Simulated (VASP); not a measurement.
Runs of VASP 6.6.1 on Te. The structure is that of space group P6_3/mmc (No. 194), or close to it. The cells are those of the table. This isn't the form of Te at room conditions, which is trigonal, of chains.

```csv
task,cell,k mesh,cutoff (eV),gap on the mesh (eV),pressure (GPa)
single point,"a = 4.175, b = 4.175, c = 8.899 Å, angles 90.0, 90.0, 120.0°, 4 atoms",10 × 10 × 4,520,none,-5.1
single point,"a = 3.966, b = 3.966, c = 8.453 Å, angles 90.0, 90.0, 120.0°, 4 atoms",10 × 10 × 4,520,none,(a)
relaxation of cell and atoms,"relaxed from a = 3.442, b = 3.442, c = 11.242 Å, angles 90.0, 90.0, 120.0°, 4 atoms",11 × 11 × 3,600,none,0.0
single point,"a = 3.910, b = 3.910, c = 8.334 Å, angles 90.0, 90.0, 120.0°, 4 atoms",10 × 10 × 4,520,none,6.0
single point,"a = 4.020, b = 4.020, c = 8.569 Å, angles 90.0, 90.0, 120.0°, 4 atoms",11 × 11 × 3,520,none,0.0
```

Alike in all rows: level PBEsol; potentials or basis VASP PAW PBE potentials, release 64 (Te); no spin polarisation; smearing fermi-dirac 0.1 eV.

Q: Fill in the values left out.

A: (a) 2.7.

Caveats: the PAW data sets were made with another functional, which shifts forces and pressure a little; spin-orbit coupling is left out, which moves the levels of the heavy elements; the cell stands under tension (at least some runs); a cell axis changed by over 15 % at a fixed basis, so the end point is rough (at least some runs); the cell stands under pressure (at least some runs).

A k mesh can miss the band edges, and the runs leave out spin-orbit coupling on Te.

A gap of «none» marks levels without a gap at the run's occupations.
